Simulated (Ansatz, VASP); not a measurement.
Zr in VASP and in Ansatz

```
CELL_PARAMETERS angstrom
-1.81000 1.81000 1.77380
1.81000 -1.81000 1.77380
1.81000 1.81000 -1.77380
ATOMIC_POSITIONS crystal
Zr 0.00000 0.00000 0.00000
```

Change from the starting cell: zz strain of -2 %.

Alike in both runs: task single point; functional PBE; k mesh 14 × 14 × 14; occupations fermi-dirac, width 0.08 eV; no spin polarisation.

```csv
,VASP,Ansatz
version,VASP 6.6.1,Ansatz 0.2.0
potentials or method,"VASP PAW PBE potentials, release 64 (Zr_sv), cutoff 520 eV","all-electron LAPW, scalar-relativistic"
```

Ansatz gave:

```
pressure (GPa)                                                : -1.4
traceless stress, the component that is largest in VASP (GPa) : -0.13
```

**Question.** What did VASP give for the same quantities?

**Answer.** Pressure (GPa): -1.4; traceless stress, the component that is largest in VASP (GPa): -0.14.

Ansatz ran all-electron here, and VASP with PAW potentials.
